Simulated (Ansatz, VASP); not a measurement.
Two plane-wave programs on Bi

```
Bi
1.0
     2.26750    1.30914    3.93800
    -2.26750    1.30914    3.93800
     0.00000   -2.61828    3.93800
Bi
2
Cartesian
  0.0000 0.0000 2.7911
  0.0000 0.0000 9.0229
```

Alike in both runs: task electric field gradients; functional r2SCAN; k mesh 9 × 9 × 9; occupations fermi-dirac, width 0.05 eV; no spin polarisation.

```csv
,VASP,Ansatz
version,VASP 6.6.1,Ansatz 0.2.0
potentials or method,"VASP PAW PBE potentials, release 64 (Bi_d)","plane-wave PAW, scalar-relativistic"
plane-wave cutoff (eV),520,500
valence electrons in the cell,30,30
```

|  | VASP | Ansatz | Ansatz less VASP |
| --- | --- | --- | --- |
| pressure (GPa) | 0.7 | 0.7 | +0.05 |
| traceless stress, the component that is largest in VASP (GPa) | 0.06 | 0.06 | -0.004 |
| rms of the force components (eV/Å) | 0.112 | 0.116 | +0.0041 |
| size of Vzz on the site where it differs most (V/Å²) | 38.5 | 39.5 | +1.06 |

VASP's potentials were made for PBE, not for r2SCAN. Atom by atom the forces differ by 0.004 eV/Å (rms over components).

Spin-orbit coupling is off throughout.
